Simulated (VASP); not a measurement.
# B (P1) in VASP: relaxation of cell and atoms with PBE

Aim: the relaxation of cell and atoms of B with PBE.

All numbers are computed with VASP 6.6.1; they aren't measurements. Logs are shortened: lines on timing, memory, paths and dates and some standing lists are left out, and cuts for length are marked.

## (1) The cell of the first run

The typed cell holds 4 atoms: a = 3.135 Å, b = 2.670 Å, c = 4.828 Å, α = 113.62°, β = 118.56°, γ = 64.13°.

## (2) Relaxation of cell and atoms, PBE

INCAR reads:

```
PREC     = Accurate       # precision mode
ENCUT    = 600            # plane-wave cutoff, eV
EDIFF    = 1E-6           # SCF threshold, eV
ISMEAR   = 0              # smearing method
SIGMA    = 0.1            # smearing width, eV
LREAL    = False          # projectors in reciprocal space
LASPH    = True           # aspherical terms in the spheres
NELM     = 80             # most SCF steps
ALGO     = Normal         # electronic algorithm
ISIF     = 3              # what is computed and relaxed
LWAVE    = False          # write WAVECAR
LCHARG   = False          # write CHGCAR
GGA      = PE             # functional
IBRION   = 2              # ionic algorithm
NSW      = 90             # ionic steps
EDIFFG   = -0.04          # ionic threshold
```

KPOINTS reads:

```
regular mesh
0
Gamma
  6 8 4
```

POSCAR reads:

```
B
1.0
    3.1350812686      0.0000000000      0.0000000000
    1.1649106404      2.4027531107      0.0000000000
   -2.3083163764     -1.0309341201      4.1134314815
B
4
Direct
    0.1402995724      0.1554001772      0.3200809411
    0.3325684067      0.2856118600      0.6144642765
    0.5294672505      0.4080512196      0.5200157788
    0.7625197120      0.2019096078      0.3091112900
```

Potentials or basis: VASP PAW PBE potentials, release 64 (B).

The run is started by

```sh
cat potpaw_PBE.64/B/POTCAR > POTCAR
mpirun -np 1 vasp_std > vasp.out
```

OUTCAR:

```text
PREC = Accurate
   ENCUT = 600
   EDIFF = 1E-6
   ISMEAR = 0
   LREAL = False
   LASPH = True
   NELM = 80
   ISIF = 3
   GGA = PE
   IBRION = 2
   NSW = 90
   EDIFFG = -0.04

 ion  position               nearest neighbor table
   1  0.140  0.155  0.320-   4 1.11   2 1.21   3 1.39   4 2.03   3 2.17
   2  0.333  0.286  0.614-   3 1.12   1 1.21   4 1.73   3 2.06
   3  0.529  0.408  0.520-   2 1.12   4 1.34   1 1.39   2 2.06   1 2.17
   4  0.763  0.202  0.309-   1 1.11   3 1.34   2 1.73   1 2.03

  LATTYP: Found a triclinic cell.
 ALAT       =     4.9257641974
 B/A-ratio  =     0.6364659661
 C/A-ratio  =     1.1333970370
 COS(alpha) =     0.0038519605
 COS(beta)  =     0.3331602614
 COS(gamma) =     0.8729593494

  Lattice vectors:

 A1 = (  -4.2999919090,  -2.4027531107,   0.0000000000)
 A2 = (  -3.1350812686,   0.0000000000,   0.0000000000)
 A3 = (  -0.0215049044,  -3.7745721013,  -4.1134314815)

Analysis of symmetry for initial positions (statically):
=====================================================================
 Subroutine PRICEL returns:
 Original cell was already a primitive cell.

 Routine SETGRP: Setting up the symmetry group for a
 triclinic supercell.

 Subroutine GETGRP returns: Found  1 space group operations
 (whereof  1 operations were pure point group operations)
 out of a pool of  2 trial point group operations.

The static configuration has the point symmetry C_1 .

Analysis of symmetry for dynamics (positions and initial velocities):
=====================================================================
 Subroutine PRICEL returns:
 Original cell was already a primitive cell.

 Routine SETGRP: Setting up the symmetry group for a
 triclinic supercell.

 Subroutine GETGRP returns: Found  1 space group operations
 (whereof  1 operations were pure point group operations)
 out of a pool of  2 trial point group operations.

The dynamic configuration has the point symmetry C_1 .

 Subroutine INISYM returns: Found  1 space group operations
 (whereof  1 operations are pure point group operations),
 and found     1 'primitive' translations

----------------------------------------------------------------------------------------

                                     Primitive cell

  volume of cell :      30.9858

  direct lattice vectors                    reciprocal lattice vectors
     3.135081269  0.000000000  0.000000000     0.318970998 -0.154644565  0.140237566
     1.164910640  2.402753111  0.000000000     0.000000000  0.416189244  0.104307971
    -2.308316376 -1.030934120  4.113431482     0.000000000  0.000000000  0.243106031

  length of vectors
     3.135081269  2.670250796  4.828195129     0.381213869  0.429061347  0.243106031

  position of ions in fractional coordinates (direct lattice)
     0.140299572  0.155400177  0.320080941
     0.332568407  0.285611860  0.614464277
     0.529467250  0.408051220  0.520015779
     0.762519712  0.201909608  0.309111290

  ion indices of the primitive-cell ions
   primitive index   ion index
                 1           1
                 2           2
                 3           3
                 4           4

----------------------------------------------------------------------------------------

 KPOINTS: regular mesh

Automatic generation of k-mesh.
 Grid dimensions read from file:
 generate k-points for:    6    8    4

 Generating k-lattice:

  Cartesian coordinates                     Fractional coordinates (reciprocal lattice)
     0.053161833 -0.025774094  0.023372928     0.166666667  0.000000000 -0.000000000
     0.000000000  0.052023655  0.013038496     0.000000000  0.125000000  0.000000000
     0.000000000  0.000000000  0.060776508     0.000000000  0.000000000  0.250000000

  Length of vectors
     0.063535645  0.053632668  0.060776508

  Shift w.r.t. Gamma in fractional coordinates (k-lattice)
     0.000000000  0.000000000  0.000000000

 Subroutine IBZKPT returns following result:
 ===========================================

 Found    100 irreducible k-points:

 Following reciprocal coordinates:
            Coordinates               Weight
  0.000000  0.000000  0.000000      1.000000
  0.166667  0.000000 -0.000000      2.000000
  0.333333  0.000000 -0.000000      2.000000
  0.500000  0.000000 -0.000000      1.000000
  0.000000  0.125000  0.000000      2.000000
  0.166667  0.125000 -0.000000      2.000000
[... 16 lines left out ...]
  0.000000  0.500000  0.000000      1.000000
  0.166667  0.500000  0.000000      2.000000
 [... further k-points ...]
   k-points           NKPTS =    100   k-points in BZ     NKDIM =    100   number of bands    NBANDS=     10
   number of dos      NEDOS =    301   number of ions     NIONS =      4
   total plane-waves  NPLWV =  26880
   dimension x,y,z NGX =    28 NGY =   24 NGZ =   40
   dimension x,y,z NGXF=    56 NGYF=   48 NGZF=   80
   ions per type =               4
   NGX,Y,Z   is equivalent  to a cutoff of  14.85, 14.94, 13.77 a.u.
   NGXF,Y,Z  is equivalent  to a cutoff of  29.70, 29.88, 27.55 a.u.
 SYSTEM =  unknown system
   PREC   = accura    normal or accurate (medium, high low for compatibility)
   ISTART =      0    job   : 0-new  1-cont  2-samecut
   ICHARG =      2    charge: 1-file 2-atom 10-const
   ISPIN  =      1    spin polarized calculation?
   LNONCOLLINEAR =      F non collinear calculations
   LSORBIT =      F    spin-orbit coupling
   LASPH  =      T    aspherical Exc in radial PAW
   ENCUT  =  600.0 eV  44.10 Ry    6.64 a.u.   6.26  5.33  9.64*2*pi/ulx,y,z
   NELM   =     80;   NELMIN=  2; NELMDL= -5     # of ELM steps
   EDIFF  = 0.1E-05   stopping-criterion for ELM
   LREAL  =      F    real-space projection
   EDIFFG = -.4E-01   stopping-criterion for IOM
   NSW    =     90    number of steps for IOM
   IBRION =      2    ionic relax: 0-MD 1-quasi-New 2-CG
   NFREE  =      1    steps in history (QN), initial steepest desc. (CG)
   ISIF   =      3    stress and relaxation
   ISYM   =      2    0-nonsym 1-usesym 2-fastsym
   POTIM  = 0.5000    time-step for ionic-motion
   TEBEG  =    0.0;   TEEND  =   0.0 temperature during run
   PSTRESS=    0.0 pullay stress
   NELECT =      12.0000    total number of electrons
   NUPDOWN=      -1.0000    fix difference up-down
   EMIN   =  10.00;   EMAX   =-10.00  energy-range for DOS
   EFERMI =   0.00;   METHOD = LEGACY
   ISMEAR =     0;   SIGMA  =   0.10  broadening in eV -4-tet -1-fermi 0-gaus
   EFERMI_NEDOS =   21; number of points for ismear=-14 and -15
   IALGO  =     38    algorithm
   IMIX   =      4    mixing-type and parameters
     AMIX     =   0.40;   BMIX     =  1.00
     AMIX_MAG =   1.60;   BMIX_MAG =  1.00
  volume/ion in A,a.u.               =       7.75        52.28
  Fermi-wavevector in a.u.,A,eV,Ry     =   1.193295  2.255001 19.374058  1.423953
  Thomas-Fermi vector in A             =   2.329313
   LORBIT       =      0    0 simple, 1 ext, 2 COOP (PROOUT), +10 PAW based schemes
   GGA     = PE    functional components
   LHFCALC =     F    Hartree Fock is set to
   AEXX    =    0.0000 exact exchange contribution
   IVDW    =     0    specifies the selected vdW correction
   LEPSILON=     F    determine dielectric tensor
   LRPA    =     F    only Hartree local field effects (RPA)
 conjugate gradient relaxation of ions
 non-spin polarized calculation
 Gauss-broadening in eV      SIGMA  =   0.10
  energy-cutoff  :      600.00
  volume of cell :       30.99
 maximum number of plane-waves:      1047
 NGX is ok and might be reduce to    28
   NGX = 13   NGY = 11   NGZ = 19

--------------------------------------- Ionic step        1  -------------------------------------------

 number of electron      12.0000000 magnetization

 Free energy of the ion-electron system (eV)
  ---------------------------------------------------
  ext. energy  EPLUGINS =         0.00000000
  ---------------------------------------------------
  free energy    TOTEN  =        -5.16364638 eV

  energy without entropy =       -5.16207273  energy(sigma->0) =       -5.16285956

------------------------ aborting loop because EDIFF is reached ----------------------------------------

  FORCE on cell =-STRESS in cart. coord.  units (eV):
  Direction    XX          YY          ZZ          XY          YZ          ZX
  --------------------------------------------------------------------------------------
  -------------------------------------------------------------------------------------
  Total       75.9463611     10.5484539     35.1181576      5.5549515     -0.8679676    -15.7234882
  in kB     3926.9496543    545.4276798   1815.8504851    287.2292330    -44.8798995   -813.0125726
  external PRESSURE =    2096.0759397 kB  Pullay stress =       0.0000000 kB
[... 1049 lines left out ...]
 k-point    24 :       0.1667    0.5000    0.0000
  band No.  band energies     occupation
      1      -7.6666      2.00000
      2      -4.5234      2.00000
      3      -3.0529      2.00000
      4      -2.4089      2.00000
      5      -0.4703      2.00000
      6       0.3324      2.00000
      7       1.1488      2.00000
      8       3.5278      0.00000
      9       3.8847      0.00000
     10       5.1057      0.00000

 [... further k-points ...]

[... ionic steps 4 to 42 ...]

--------------------------------------- Ionic step       43  -------------------------------------------

 number of electron      12.0000000 magnetization

------------------------ aborting loop because EDIFF is reached ----------------------------------------

  FORCE on cell =-STRESS in cart. coord.  units (eV):
  Direction    XX          YY          ZZ          XY          YZ          ZX
  --------------------------------------------------------------------------------------
  -------------------------------------------------------------------------------------
  Total        0.0151556     -0.0133101     -0.0100793      0.0970643      0.0122317      0.0461143
  in kB        0.7809086     -0.6858144     -0.5193461      5.0013268      0.6302504      2.3760794
  external PRESSURE =      -0.1414173 kB  Pullay stress =       0.0000000 kB
[... 61 lines left out ...]
  energy  without entropy=      -25.1045248671  energy(sigma->0) =      -25.10600229

--------------------------------------- Ionic step       45  -------------------------------------------

 number of electron      12.0000000 magnetization

 Free energy of the ion-electron system (eV)
  ---------------------------------------------------
  ext. energy  EPLUGINS =         0.00000000
  ---------------------------------------------------
  free energy    TOTEN  =       -25.10781132 eV

  energy without entropy =      -25.10473510  energy(sigma->0) =      -25.10627321

 E-fermi :   5.7032     XC(G=0): -11.3394

 val. band max:        5.6679825887   @ k =   0.3333   0.1250   0.5000
 cond. band min:       5.7338287259   @ k =   0.1667   0.0000   0.5000
 fundamental gap:      0.0658461372
 Fermi energy:         5.7031560964

 k-point     1 :       0.0000    0.0000    0.0000
  band No.  band energies     occupation
      1      -9.4848      2.00000
      2      -2.2327      2.00000
      3      -0.0808      2.00000
      4       1.2757      2.00000
      5       1.3150      2.00000
      6       9.4548      0.00000
      7      10.1440      0.00000
      8      10.5842      0.00000
      9      10.6122      0.00000
     10      10.7375      0.00000
[... 330 lines left out ...]
  FREE ENERGIE OF THE ION-ELECTRON SYSTEM (eV)
  ---------------------------------------------------
  free  energy   TOTEN  =       -25.1078113156 eV

  energy  without entropy=      -25.1047351012  energy(sigma->0) =      -25.10627321

 reached required accuracy - stopping structural energy minimisation
```

Run time: 7 min. Hardware: 1 thread of Intel Xeon 6975P-C (Granite Rapids), shared host; peak memory 0.19 GiB.

Results:

| Quantity | Value |
| --- | --- |
| Free energy | -25.1078 eV |
| Relaxed volume | 7.77 Å³/atom |
| Relaxed cell | a = 4.105 Å, b = 2.922 Å, c = 5.504 Å, α = 121.75°, β = 138.56°, γ = 45.38° |
| Space group after relaxing (to 0.05 Å) | Cccm (No. 66) |
| Energy gained by relaxing | 4986.0 meV/atom |
| Ionic steps | 45 |
| Pressure after relaxing | 0.0 GPa |
| Largest force after relaxing | 0.025 eV/Å |
| Band gap on the k mesh | zero (band 6 reaches 9.45 eV, above the bottom of band 7 at 2.64 eV) |

Forces in eV/Å, atoms in the order of the input:
```
B    0.012  0.001 -0.018
B    0.004 -0.022  0.011
B   -0.022  0.008  0.005
B    0.007  0.014  0.002
```

Stress tensor (GPa, compression positive):
```
 0.20  0.09  0.09
 0.09 -0.10  0.04
 0.09  0.04 -0.21
```

Step by step:
```
step  energy change (eV)  largest force (eV/Å)  pressure (GPa)  volume (Å³)
   1              0.0000               42.3075          209.61        30.99
   3             -8.1087                6.3992           -7.73        92.23
   5             -7.6504               11.6110            1.07        82.40
   7             -8.0864                9.0484           -2.78        85.33
   9             -8.8856                2.1155          -20.55        82.36
  11            -13.7659                3.0463          -23.36        53.91
  13            -13.1491                3.6955          -24.92        51.49
  15            -14.8637                8.2811           -8.14        38.70
  17            -15.8546                5.5652           22.91        30.92
  19            -16.4018                3.0816           13.86        31.57
  21            -16.9366                2.0746           -5.91        34.28
  23            -17.8416                1.9277           -3.30        34.05
  25            -18.0241                3.1365           -0.83        33.86
  27            -19.0003                2.2904           -1.44        33.39
  29            -19.2244                2.7497           -2.64        33.03
  31            -19.4341                1.9459           -4.82        32.78
  33            -19.7989                0.9452           -3.53        31.74
  35            -19.8795                0.6478            0.56        30.98
  37            -19.9173                0.4214            0.19        31.04
  39            -19.9309                0.2444           -0.23        31.11
  41            -19.9429                0.1236            0.13        31.07
  43            -19.9438                0.0676           -0.01        31.09
  45            -19.9442                0.0250           -0.04        31.10
```

Final structure:
```
B
1.0
     4.05525    0.50243   -0.39595
     1.79778    2.30272    0.05522
    -3.67521   -0.90092    3.99628
B
4
Direct
  0.69064 0.76290 0.06616
  0.93842 0.26637 0.81549
  0.69307 0.76114 0.56584
  0.44272 0.26057 0.31618
```

Caveat: the k points lie up to 0.46 Å⁻¹ apart in the final cell.
